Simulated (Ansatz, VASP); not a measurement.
## SiC in VASP and in Ansatz

The input INCAR:

```
SYSTEM = SiC
PREC = Accurate
ENCUT = 600
EDIFF = 1E-6
ISMEAR = 0
SIGMA = 0.05
LREAL = .False.
LASPH = .True.
NELM = 120
ALGO = Normal
ISIF = 2
LWAVE = .False.
LCHARG = .True.
LELF = .True.
LVHAR = .True.
NBANDS = 11
GGA_COMPAT = .False.
```

KPOINTS

```
Automatic mesh
0
Gamma
  6 6 6
  0 0 0
```

Contents of POSCAR:

```
SiC
1.0
    0.0000000000      2.1806866552      2.1806866552
    2.1806866552      0.0000000000      2.1806866552
    2.1806866552      2.1806866552      0.0000000000
Si C
1 1
Direct
    0.0000000000      0.0000000000      0.0000000000
    0.2500000000      0.2500000000      0.2500000000
```

Input for Ansatz:

```yaml
crystal:
  lattice:
    - [0.0, 2.1806866552, 2.1806866552]
    - [2.1806866552, 0.0, 2.1806866552]
    - [2.1806866552, 2.1806866552, 0.0]
  atoms:
    - { symbol: Si, position: [0.0, 0.0, 0.0] }
    - { symbol: C, position: [0.25, 0.25, 0.25] }
basis:
  ecutwfc: 420
kpoints:
  mp_grid: { grid: [6, 6, 6] }
hamiltonian:
  xc: lda
scf:
  occupations: { method: gaussian, width: 0.05 }
output:
  forces: true
  stress: true
  eigenvalues: true
```

Alike in both runs: task single point; functional LDA; k mesh 6 × 6 × 6; occupations gaussian, width 0.05 eV; no spin polarisation.

|  | VASP | Ansatz |
| --- | --- | --- |
| version | VASP 6.6.1 | Ansatz 0.2.0 |
| potentials or method | VASP PAW LDA potentials, release 64 (Si, C), cutoff 600 eV | scalar-relativistic, plane waves, PAW |
| valence electrons in the cell | 8 | 8 |

|  | VASP | Ansatz | Ansatz less VASP |
| --- | --- | --- | --- |
| gap on the k mesh at the Fermi level (eV) | 1.30 | 1.31 | +0.012 |
| least direct gap on the mesh (eV) | 4.49 | 4.50 | +0.012 |
| pressure (GPa) | -4.6 | -4.9 | -0.25 |

LDA's correlation is that of Perdew and Zunger in VASP and of Perdew and Wang (1992) in Ansatz.
